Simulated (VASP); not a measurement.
# HfSiO4 (F-43m) in VASP: a series of runs

HfSiO4 is run at these levels: PBE; tasks: single point, relaxation of cell and atoms.

Everything below comes from runs of VASP 6.6.1. Logs are shortened: lines on timing, memory, paths and dates and some standing lists are left out, and cuts for length are marked.

## Step 1: The cell of the first run

Symmetry: F-43m, No. 216, cubic system. Conventional cell: a = 6.912 Å, b = 6.912 Å, c = 6.912 Å, α = 90.00°, β = 90.00°, γ = 90.00°. Hf (site symmetry -43m) has 12 O at 2.85 Å and 6 Si at 3.46 Å within 3.8 Å. Si (site symmetry -43m) has 4 O at 1.58 Å within 2.1 Å. O (site symmetry 3m) has 1 Si at 1.58 Å within 2.1 Å.

The cell was built from a structure type or drawn by symmetry, and may not be a known phase.

## Step 2: Single point, PBE

Contents of INCAR:

```
SYSTEM = HfSiO4
PREC = Accurate
ENCUT = 520
EDIFF = 1E-6
ISMEAR = 0
SIGMA = 0.01
LREAL = .False.
LASPH = .True.
NELM = 100
ALGO = Normal
ISIF = 2
LWAVE = .False.
LCHARG = .False.
GGA = PE
NBANDS = 28
```

Contents of KPOINTS:

```
Automatic mesh
0
Gamma
  10 10 10
  0 0 0
```

Contents of POSCAR:

```
HfSiO4
1.0
    0.0000000000      3.4559562281      3.4559562281
    3.4559562281      0.0000000000      3.4559562281
    3.4559562281      3.4559562281      0.0000000000
Hf Si O
1 1 4
Direct
    0.5000000000      0.5000000000      0.5000000000
    0.0000000000      0.0000000000      0.0000000000
    0.3968521148      0.8677159617      0.8677159617
    0.8677159617      0.8677159617      0.8677159617
    0.8677159617      0.8677159617      0.3968521148
    0.8677159617      0.3968521148      0.8677159617
```

Potentials or basis: VASP PAW PBE potentials, release 64 (Hf_pv, Si, O).

Started as:

```bash
cat potpaw_PBE.64/Hf_pv/POTCAR potpaw_PBE.64/Si/POTCAR potpaw_PBE.64/O/POTCAR > POTCAR
mpirun -np 1 vasp_std > vasp.out
```

OUTCAR:

```text
SYSTEM = HfSiO4
   PREC = Accurate
   ENCUT = 520
   EDIFF = 1E-6
   ISMEAR = 0
   LREAL = .False.
   LASPH = .True.
   NELM = 100
   ISIF = 2
   GGA = PE

 ion  position               nearest neighbor table
   1  0.500  0.500  0.500-   3 2.85   5 2.85   6 2.85   4 2.85   4 2.85   4 2.85   3 2.85   3 2.85
                             5 2.85   6 2.85   5 2.85   6 2.85   2 3.46   2 3.46   2 3.46   2 3.46
   2  0.000  0.000  0.000-   3 1.58   5 1.58   6 1.58   4 1.58   1 3.46   1 3.46   1 3.46   1 3.46
                             1 3.46   1 3.46
   3  0.397  0.868  0.868-   2 1.58   1 2.85   1 2.85   1 2.85
   4  0.868  0.868  0.868-   2 1.58   1 2.85   1 2.85   1 2.85
   5  0.868  0.868  0.397-   2 1.58   1 2.85   1 2.85   1 2.85
   6  0.868  0.397  0.868-   2 1.58   1 2.85   1 2.85   1 2.85

  LATTYP: Found a face centered cubic cell.
 ALAT       =     6.9119124562

  Lattice vectors:

 A1 = (   0.0000000000,   3.4559562281,   3.4559562281)
 A2 = (   3.4559562281,   0.0000000000,   3.4559562281)
 A3 = (   3.4559562281,   3.4559562281,   0.0000000000)

Analysis of symmetry for initial positions (statically):
=====================================================================
 Subroutine PRICEL returns:
 Original cell was already a primitive cell.

 Routine SETGRP: Setting up the symmetry group for a
 face centered cubic supercell.

 Subroutine GETGRP returns: Found 24 space group operations
 (whereof 24 operations were pure point group operations)
 out of a pool of 48 trial point group operations.

The static configuration has the point symmetry T_d .

Analysis of symmetry for dynamics (positions and initial velocities):
=====================================================================
 Subroutine PRICEL returns:
 Original cell was already a primitive cell.

 Routine SETGRP: Setting up the symmetry group for a
 face centered cubic supercell.

 Subroutine GETGRP returns: Found 24 space group operations
 (whereof 24 operations were pure point group operations)
 out of a pool of 48 trial point group operations.

The dynamic configuration has the point symmetry T_d .

 Subroutine INISYM returns: Found 24 space group operations
 (whereof 24 operations are pure point group operations),
 and found     1 'primitive' translations

----------------------------------------------------------------------------------------

                                     Primitive cell

  volume of cell :      82.5533

  direct lattice vectors                    reciprocal lattice vectors
     0.000000000  3.455956228  3.455956228    -0.144677758  0.144677758  0.144677758
     3.455956228  0.000000000  3.455956228     0.144677758 -0.144677758  0.144677758
     3.455956228  3.455956228  0.000000000     0.144677758  0.144677758 -0.144677758

  length of vectors
     4.887460169  4.887460169  4.887460169     0.250589228  0.250589228  0.250589228

  position of ions in fractional coordinates (direct lattice)
     0.500000000  0.500000000  0.500000000
     0.000000000  0.000000000  0.000000000
     0.396852115  0.867715962  0.867715962
     0.867715962  0.867715962  0.867715962
     0.867715962  0.867715962  0.396852115
     0.867715962  0.396852115  0.867715962

  ion indices of the primitive-cell ions
   primitive index   ion index
                 1           1
                 2           2
                 3           3
                 4           4
                 5           5
                 6           6

----------------------------------------------------------------------------------------

 KPOINTS: Automatic mesh

Automatic generation of k-mesh.
 Grid dimensions read from file:
 generate k-points for:   10   10   10

 Generating k-lattice:

  Cartesian coordinates                     Fractional coordinates (reciprocal lattice)
    -0.014467776  0.014467776  0.014467776     0.100000000  0.000000000  0.000000000
     0.014467776 -0.014467776  0.014467776     0.000000000  0.100000000  0.000000000
     0.014467776  0.014467776 -0.014467776     0.000000000  0.000000000  0.100000000

  Length of vectors
     0.025058923  0.025058923  0.025058923

  Shift w.r.t. Gamma in fractional coordinates (k-lattice)
     0.000000000  0.000000000  0.000000000

 Subroutine IBZKPT returns following result:
 ===========================================

 Found     47 irreducible k-points:

 Following reciprocal coordinates:
            Coordinates               Weight
  0.000000  0.000000  0.000000      1.000000
  0.100000  0.000000  0.000000      8.000000
  0.200000  0.000000  0.000000      8.000000
  0.300000  0.000000  0.000000      8.000000
  0.400000  0.000000  0.000000      8.000000
  0.500000  0.000000  0.000000      4.000000
[... 16 lines left out ...]
  0.300000  0.300000  0.000000      6.000000
  0.400000  0.300000  0.000000     24.000000
 [... further k-points ...]
   k-points           NKPTS =     47   k-points in BZ     NKDIM =     47   number of bands    NBANDS=     28
   number of dos      NEDOS =    301   number of ions     NIONS =      6
   total plane-waves  NPLWV =  46656
   dimension x,y,z NGX =    36 NGY =   36 NGZ =   36
   dimension x,y,z NGXF=    72 NGYF=   72 NGZF=   72
   ions per type =               1   1   4
   NGX,Y,Z   is equivalent  to a cutoff of  12.25, 12.25, 12.25 a.u.
   NGXF,Y,Z  is equivalent  to a cutoff of  24.49, 24.49, 24.49 a.u.
 SYSTEM =  HfSiO4
   PREC   = accura    normal or accurate (medium, high low for compatibility)
   ISTART =      0    job   : 0-new  1-cont  2-samecut
   ICHARG =      2    charge: 1-file 2-atom 10-const
   ISPIN  =      1    spin polarized calculation?
   LNONCOLLINEAR =      F non collinear calculations
   LSORBIT =      F    spin-orbit coupling
   LASPH  =      T    aspherical Exc in radial PAW
   ENCUT  =  520.0 eV  38.22 Ry    6.18 a.u.   9.09  9.09  9.09*2*pi/ulx,y,z
   NELM   =    100;   NELMIN=  2; NELMDL= -5     # of ELM steps
   EDIFF  = 0.1E-05   stopping-criterion for ELM
   LREAL  =      F    real-space projection
   EDIFFG = 0.1E-04   stopping-criterion for IOM
   NSW    =      0    number of steps for IOM
   IBRION =     -1    ionic relax: 0-MD 1-quasi-New 2-CG
   NFREE  =      0    steps in history (QN), initial steepest desc. (CG)
   ISIF   =      2    stress and relaxation
   ISYM   =      2    0-nonsym 1-usesym 2-fastsym
   POTIM  = 0.5000    time-step for ionic-motion
   TEBEG  =    0.0;   TEEND  =   0.0 temperature during run
   PSTRESS=    0.0 pullay stress
   NELECT =      38.0000    total number of electrons
   NUPDOWN=      -1.0000    fix difference up-down
   EMIN   =  10.00;   EMAX   =-10.00  energy-range for DOS
   EFERMI =   0.00;   METHOD = LEGACY
   ISMEAR =     0;   SIGMA  =   0.01  broadening in eV -4-tet -1-fermi 0-gaus
   EFERMI_NEDOS =   21; number of points for ismear=-14 and -15
   IALGO  =     38    algorithm
   IMIX   =      4    mixing-type and parameters
     AMIX     =   0.40;   BMIX     =  1.00
     AMIX_MAG =   1.60;   BMIX_MAG =  1.00
  volume/ion in A,a.u.               =      13.76        92.85
  Fermi-wavevector in a.u.,A,eV,Ry     =   1.264031  2.388673 21.739047  1.597775
  Thomas-Fermi vector in A             =   2.397357
   LORBIT       =      0    0 simple, 1 ext, 2 COOP (PROOUT), +10 PAW based schemes
   GGA     = PE    functional components
   LHFCALC =     F    Hartree Fock is set to
   AEXX    =    0.0000 exact exchange contribution
   IVDW    =     0    specifies the selected vdW correction
   LEPSILON=     F    determine dielectric tensor
   LRPA    =     F    only Hartree local field effects (RPA)
 non-spin polarized calculation
 Gauss-broadening in eV      SIGMA  =   0.01
  energy-cutoff  :      520.00
  volume of cell :       82.55
 maximum number of plane-waves:      2252
   NGX = 19   NGY = 19   NGZ = 19

 number of electron      38.0000005 magnetization

 Free energy of the ion-electron system (eV)
  ---------------------------------------------------
  ext. energy  EPLUGINS =         0.00000000
  ---------------------------------------------------
  free energy    TOTEN  =       -42.32863579 eV

  energy without entropy =      -42.32863579  energy(sigma->0) =      -42.32863579

 E-fermi :   3.1252     XC(G=0):  -9.8689

 val. band max:        3.0775350780   @ k =   0.5000   0.0000   0.0000
 cond. band min:       3.2112319596   @ k =   0.0000   0.0000   0.0000
 fundamental gap:      0.1336968816
 Fermi energy:         3.1251587662

 k-point     1 :       0.0000    0.0000    0.0000
  band No.  band energies     occupation
      1     -30.5924      2.00000
      2     -30.5924      2.00000
      3     -30.5924      2.00000
      4     -16.4896      2.00000
      5     -13.9783      2.00000
      6     -13.9783      2.00000
[... 20 lines left out ...]
     27      11.0707      0.00000
     28      11.0707      0.00000

 k-point     2 :       0.1000    0.0000    0.0000
  band No.  band energies     occupation
      1     -30.5928      2.00000
      2     -30.5924      2.00000
      3     -30.5924      2.00000
      4     -16.4545      2.00000
      5     -14.0365      2.00000
      6     -13.9810      2.00000
[... 20 lines left out ...]
     27      11.1927      0.00000
     28      11.1927      0.00000

 k-point     3 :       0.2000    0.0000    0.0000
  band No.  band energies     occupation
      1     -30.5941      2.00000
      2     -30.5926      2.00000
      3     -30.5926      2.00000
      4     -16.3553      2.00000
      5     -14.1955      2.00000
      6     -13.9885      2.00000
[... 20 lines left out ...]
     27      11.5250      0.00000
     28      11.5250      0.00000

 k-point     4 :       0.3000    0.0000    0.0000
  band No.  band energies     occupation
      1     -30.5957      2.00000
      2     -30.5927      2.00000
      3     -30.5927      2.00000
      4     -16.2118      2.00000
      5     -14.4102      2.00000
      6     -13.9976      2.00000
[... 578 lines left out ...]
     27      11.4552      0.00000
     28      11.9769      0.00000

 k-point    23 :       0.3000    0.3000    0.0000
  band No.  band energies     occupation
      1     -30.5954      2.00000
      2     -30.5936      2.00000
      3     -30.5936      2.00000
      4     -16.1113      2.00000
      5     -14.5481      2.00000
      6     -14.0050      2.00000
[... 20 lines left out ...]
     27      11.9188      0.00000
     28      11.9189      0.00000

 k-point    24 :       0.4000    0.3000    0.0000
  band No.  band energies     occupation
      1     -30.5961      2.00000
      2     -30.5939      2.00000
      3     -30.5938      2.00000
      4     -15.9892      2.00000
      5     -14.7071      2.00000
      6     -14.0141      2.00000
[... 20 lines left out ...]
     27      11.7368      0.00000
     28      12.0433      0.00000

 [... further k-points ...]
[... 5 lines left out ...]
  --------------------------------------------------------------------------------------
  -------------------------------------------------------------------------------------
  Total        0.0511681      0.0511681      0.0511681      0.0000000      0.0000000     -0.0000000
  in kB        0.9930588      0.9930588      0.9930588      0.0000000      0.0000000     -0.0000000
  external PRESSURE =       0.9930588 kB  Pullay stress =       0.0000000 kB

 VOLUME and BASIS-vectors are now :
 -----------------------------------------------------------------------------
  energy-cutoff  :      520.00
  volume of cell :       82.55
      direct lattice vectors                 reciprocal lattice vectors
     0.000000000  3.455956228  3.455956228    -0.144677758  0.144677758  0.144677758
     3.455956228  0.000000000  3.455956228     0.144677758 -0.144677758  0.144677758
     3.455956228  3.455956228  0.000000000     0.144677758  0.144677758 -0.144677758

 POSITION                                       TOTAL-FORCE (eV/Angst)
 -----------------------------------------------------------------------------------
      3.45596      3.45596      3.45596        -0.000000     -0.000000     -0.000000
      0.00000      0.00000      0.00000        -0.000000     -0.000000     -0.000000
      5.99758      4.37029      4.37029        -0.061044      0.061044      0.061044
      5.99758      5.99758      5.99758        -0.061044     -0.061044     -0.061044
      4.37029      4.37029      5.99758         0.061044      0.061044     -0.061044
      4.37029      5.99758      4.37029         0.061044     -0.061044      0.061044
 -----------------------------------------------------------------------------------
    total drift:                                0.000000      0.000000      0.000001

  FREE ENERGIE OF THE ION-ELECTRON SYSTEM (eV)
  ---------------------------------------------------
  free  energy   TOTEN  =       -42.3286357878 eV

  energy  without entropy=      -42.3286357878  energy(sigma->0) =      -42.32863579
```

It took 1.7 min on 1 thread of Intel Xeon Platinum 8488C (Sapphire Rapids), shared host; peak memory 0.26 GiB.

What came out:

* Free energy: -42.3286 eV
* Pressure: 0.1 GPa
* Largest force: 0.106 eV/Å
* Band gap on the k mesh: 0.13 eV (least direct gap 0.15 eV)

Forces in eV/Å, atoms in the order of the input:
```
Hf   0.000  0.000  0.000
Si   0.000  0.000  0.000
O   -0.061  0.061  0.061
O   -0.061 -0.061 -0.061
O    0.061  0.061 -0.061
O    0.061 -0.061  0.061
```

Caveat: spin-orbit coupling is left out, which moves the levels of the heavy elements.

## Step 3: Relaxation of cell and atoms, PBE

Contents of INCAR:

```
  PREC = Accurate
  ENCUT = 600
  EDIFF = 1E-6
  ISMEAR = 0
  SIGMA = 0.01
  LREAL = False
  LASPH = True
  NELM = 100
  ALGO = Normal
  ISIF = 3
  LWAVE = False
  LCHARG = False
  GGA = PE
  IBRION = 2
  NSW = 100
  EDIFFG = -0.01
```

Contents of KPOINTS:

```
regular mesh
0
Gamma
  10 10 10
```

POSCAR is that of step 2.

Potentials or basis: VASP PAW PBE potentials, release 64 (Hf_pv, Si, O).

Started as:

```bash
cat potpaw_PBE.64/Hf_pv/POTCAR potpaw_PBE.64/Si/POTCAR potpaw_PBE.64/O/POTCAR > POTCAR
mpirun -np 1 vasp_std > vasp.out
```

Run time: 4.1 min. Hardware: 1 thread of Intel Xeon Platinum 8488C (Sapphire Rapids), shared host; peak memory 0.31 GiB.

The run converged. Its results:

* Free energy: -42.3401 eV
* Relaxed volume: 13.72 Å³/atom
* Relaxed cell: a = 4.882 Å, b = 4.882 Å, c = 4.882 Å, α = 60.00°, β = 60.00°, γ = 60.00°
* Space group after relaxing (to 0.1 Å): F-43m (No. 216)
* Energy gained by relaxing: 0.1 meV/atom
* Ionic steps: 4
* Pressure after relaxing: 0.1 GPa
* Largest force after relaxing: 0.003 eV/Å
* Band gap on the k mesh: 0.13 eV (least direct gap 0.15 eV)

Forces in eV/Å, atoms in the order of the input:
```
Hf   0.000  0.000  0.000
Si   0.000  0.000  0.000
O   -0.002  0.002  0.002
O   -0.002 -0.002 -0.002
O    0.002  0.002 -0.002
O    0.002 -0.002  0.002
```

The path:
| step | energy change (eV) | largest force (eV/Å) | pressure (GPa) | volume (Å³) |
| --- | --- | --- | --- | --- |
| 1 | 0.0000 | 0.0972 | -0.09 | 82.55 |
| 2 | 0.0006 | 0.1772 | -0.48 | 82.46 |
| 3 | -0.0004 | 0.0074 | -0.24 | 82.52 |
| 4 | -0.0005 | 0.0034 | 0.08 | 82.29 |

Final structure:
```xyz
6
Lattice="0.0000 3.4523 3.4523 3.4523 0.0000 3.4523 3.4523 3.4523 0.0000" Properties=species:S:1:pos:R:3 pbc="T T T"
Hf    3.4523    3.4523    3.4523
Si    3.4523    0.0000    3.4523
O     5.9899    4.3670    4.3670
O     5.9899    5.9899    5.9899
O     4.3670    4.3670    5.9899
O     4.3670    5.9899    4.3670
```

Levels at points of the mesh, in eV from the valence-band top:
```tsv
k point	band 16	band 17	band 18	band 19	band 20	band 21	band 22	band 23
(0.00, 0.00, 0.00)	-0.41	-0.02	-0.02	-0.02	0.13	1.51	1.51	1.51
(0.50, 0.00, 0.00)	-2.33	-0.52	-0.52	0.00	0.73	1.81	1.81	2.00
(0.50, 0.50, 0.00)	-2.66	-1.67	-0.33	-0.33	0.95	1.43	1.45	1.45
```

Caveat: spin-orbit coupling is left out, which moves the levels of the heavy elements.
